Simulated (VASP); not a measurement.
# BaS (Fm-3m) in VASP: further runs, part 3 of 3

VASP 6.6.1. The steps go on from the part before.

### Step 5. Electric field gradients, r2SCAN (35.58 Å³/atom)

This run uses another cell than the first one, of 35.58 Å³/atom.

Contents of POSCAR:

```
BaS
1.0
    0.0000000000      3.2889402211      3.2889402211
    3.2889402211      0.0000000000      3.2889402211
    3.2889402211      3.2889402211      0.0000000000
Ba S
1 1
Direct
    0.0000000000      0.0000000000      0.0000000000
    0.5000000000      0.5000000000      0.5000000000
```

Contents of INCAR.step1:

```
SYSTEM = BaS
PREC = Accurate
ENCUT = 520
ISMEAR = -1
SIGMA = 0.02
LREAL = .FALSE.
LASPH = .TRUE.
NELM = 100
NBANDS = 15
GGA = PE
ALGO = Normal
EDIFF = 1E-4
LWAVE = .TRUE.
LCHARG = .FALSE.
```

Contents of INCAR.step2:

```
SYSTEM = BaS
PREC = Accurate
ENCUT = 520
EDIFF = 1E-8
ISMEAR = -1
SIGMA = 0.02
LREAL = .FALSE.
LASPH = .TRUE.
NELM = 100
ALGO = Normal
ISIF = 2
LWAVE = .FALSE.
LCHARG = .FALSE.
METAGGA = R2SCAN
LMIXTAU = .TRUE.
LEFG = .TRUE.
NBANDS = 15
ISTART = 1
```

Contents of KPOINTS:

```
Automatic mesh
0
G
  7 7 7
  0 0 0
```

Potentials or basis: VASP PAW PBE potentials, release 64 (Ba_sv, S).

Run with:

```bash
cat potpaw_PBE.64/Ba_sv/POTCAR potpaw_PBE.64/S/POTCAR > POTCAR
cp INCAR.step1 INCAR
mpirun -np 1 vasp_std > vasp.out
cp INCAR.step2 INCAR
mpirun -np 1 vasp_std > vasp.out
```

OUTCAR:

```text
SYSTEM = BaS
   PREC = Accurate
   ENCUT = 520
   EDIFF = 1E-8
   ISMEAR = -1
   LREAL = .FALSE.
   LASPH = .TRUE.
   NELM = 100
   ISIF = 2
   METAGGA = R2SCAN
   ISTART = 1

 ion  position               nearest neighbor table
   1  0.000  0.000  0.000-   2 3.29   2 3.29   2 3.29   2 3.29   2 3.29   2 3.29
   2  0.500  0.500  0.500-   1 3.29   1 3.29   1 3.29   1 3.29   1 3.29   1 3.29

  LATTYP: Found a face centered cubic cell.
 ALAT       =     6.5778804422

  Lattice vectors:

 A1 = (   0.0000000000,   3.2889402211,   3.2889402211)
 A2 = (   3.2889402211,   0.0000000000,   3.2889402211)
 A3 = (   3.2889402211,   3.2889402211,   0.0000000000)

Analysis of symmetry for initial positions (statically):
=====================================================================
 Subroutine PRICEL returns:
 Original cell was already a primitive cell.

 Routine SETGRP: Setting up the symmetry group for a
 face centered cubic supercell.

[... 541 lines left out ...]
      direct lattice vectors                 reciprocal lattice vectors
     0.000000000  3.288940221  3.288940221    -0.152024654  0.152024654  0.152024654
     3.288940221  0.000000000  3.288940221     0.152024654 -0.152024654  0.152024654
     3.288940221  3.288940221  0.000000000     0.152024654  0.152024654 -0.152024654

 POSITION                                       TOTAL-FORCE (eV/Angst)
 -----------------------------------------------------------------------------------
      0.00000      0.00000      0.00000         0.000000      0.000000     -0.000000
      3.28894      3.28894      3.28894        -0.000000     -0.000000      0.000000
 -----------------------------------------------------------------------------------
    total drift:                                0.000000      0.000000      0.000000

  FREE ENERGIE OF THE ION-ELECTRON SYSTEM (eV)
  ---------------------------------------------------
  free  energy   TOTEN  =       -39.1774058861 eV

  energy  without entropy=      -39.1774058861  energy(sigma->0) =      -39.17740589

 Electric field gradients (V/A^2)
---------------------------------------------------------------------
 ion       V_xx      V_yy      V_zz      V_xy      V_xz      V_yz
---------------------------------------------------------------------
   1       0.000     0.000     0.000    -0.000    -0.000    -0.000
   2      -0.000     0.000     0.000    -0.000    -0.000    -0.000
---------------------------------------------------------------------

 Electric field gradients after diagonalization (V/A^2)
 (convention: |V_zz| > |V_xx| > |V_yy|)
----------------------------------------------------------------------
 ion       V_xx      V_yy      V_zz     asymmetry (V_yy - V_xx)/ V_zz
----------------------------------------------------------------------
   1       0.000     0.000    -0.000       0.000
   2       0.000     0.000    -0.000       0.000
----------------------------------------------------------------------

           NMR quadrupolar parameters

 Cq : quadrupolar parameter    Cq=e*Q*V_zz/h
 eta: asymmetry parameters     (V_yy - V_xx)/ V_zz
 Q  : nuclear electric quadrupole moment in mb (millibarn)
----------------------------------------------------------------------
 ion       Cq(MHz)       eta       Q (mb)
----------------------------------------------------------------------
   1      -0.000       0.000       1.000
   2      -0.000       0.000       1.000
----------------------------------------------------------------------
```

OUTCAR.step1:

```text
SYSTEM = BaS
   PREC = Accurate
   ENCUT = 520
   ISMEAR = -1
   LREAL = .FALSE.
   LASPH = .TRUE.
[... 573 lines left out ...]
      0.00000      0.00000      0.00000         0.000000      0.000000      0.000000
      3.28894      3.28894      3.28894        -0.000000     -0.000000     -0.000000
 -----------------------------------------------------------------------------------
    total drift:                                0.000000      0.000000      0.000000

  FREE ENERGIE OF THE ION-ELECTRON SYSTEM (eV)
  ---------------------------------------------------
  free  energy   TOTEN  =       -10.1686811431 eV

  energy  without entropy=      -10.1686811431  energy(sigma->0) =      -10.16868114
```

OSZICAR.step1:

```text
N       E                     dE             d eps       ncg     rms          rms(c)
DAV:   1     0.822885115117E+02    0.82289E+02   -0.66322E+03   600   0.916E+02
DAV:   2    -0.579273601305E+01   -0.88081E+02   -0.79316E+02   847   0.168E+02
DAV:   3    -0.105820318821E+02   -0.47893E+01   -0.47562E+01   792   0.414E+01
DAV:   4    -0.106849555684E+02   -0.10292E+00   -0.10291E+00   832   0.609E+00
DAV:   5    -0.106875544572E+02   -0.25989E-02   -0.25989E-02   828   0.769E-01    0.436E+00
DAV:   6    -0.101465218018E+02    0.54103E+00   -0.75085E-01   698   0.515E+00    0.291E+00
DAV:   7    -0.101514329892E+02   -0.49112E-02   -0.19330E-01   755   0.241E+00    0.204E+00
DAV:   8    -0.101661566500E+02   -0.14724E-01   -0.25251E-02   642   0.111E+00    0.203E-01
DAV:   9    -0.101675779753E+02   -0.14213E-02   -0.37612E-03   775   0.451E-01    0.213E-01
DAV:  10    -0.101685214288E+02   -0.94345E-03   -0.10827E-03   635   0.204E-01    0.538E-02
DAV:  11    -0.101686757841E+02   -0.15436E-03   -0.19184E-04   711   0.819E-02    0.193E-02
DAV:  12    -0.101686811431E+02   -0.53591E-05   -0.99881E-06   370   0.213E-02
   1 F= -.10168681E+02 E0= -.10168681E+02  d E =-.284396E-11
```

Wall time 2.4 min (1 thread of AMD EPYC 7R43 (Zen 3), shared host); peak memory 0.19 GiB.

Results:

```yaml
Free_energy: -39.1774 eV
Pressure: -2.3 GPa
Band_gap_on_the_k_mesh: 2.65 eV (least direct gap 2.83 eV)
Largest_electric_field_gradient_by_atom: under 0.05 V/Å² on every atom
```

Levels at points of the mesh, in eV from the valence-band top:
| k point | band 4 | band 5 | band 6 | band 7 | band 8 | band 9 | band 10 | band 11 | band 12 | band 13 |
| --- | --- | --- | --- | --- | --- | --- | --- | --- | --- | --- |
| (0.00, 0.00, 0.00) | -11.75 | -10.67 | 0.00 | 0.00 | 0.00 | 3.78 | 4.28 | 4.28 | 4.28 | 5.23 |

Caveat: the PAW data sets were made with another functional, which shifts forces and pressure a little; spin-orbit coupling is left out, which moves the levels of the heavy elements; an odd mesh through Γ misses points on the zone boundary, where band edges can lie.

### Step 6. The runs side by side

| cell | gap on the mesh (eV) | pressure (GPa) |
| --- | --- | --- |
| a = 4.469 Å, angles 60.0°, 2 atoms | 2.47 | 3.1 |
| a = 4.562 Å, angles 60.0°, 2 atoms | 2.57 | 0.0 |
| a = 4.592 Å, angles 60.0°, 2 atoms | 2.60 | -0.8 |
| a = 4.651 Å, angles 60.0°, 2 atoms | 2.65 | -2.3 |

Alike in all rows: task electric field gradients; level r2SCAN; potentials or basis VASP PAW PBE potentials, release 64 (Ba_sv, S); no spin polarisation; k mesh 7 × 7 × 7; cutoff (eV) 520; smearing fermi-dirac 0.02 eV.

Caveats: the PAW data sets were made with another functional, which shifts forces and pressure a little; spin-orbit coupling is left out, which moves the levels of the heavy elements; an odd mesh through Γ misses points on the zone boundary, where band edges can lie; the cell stands under pressure (at least some runs).

Absolute energies hang on the potentials; compare differences alone.
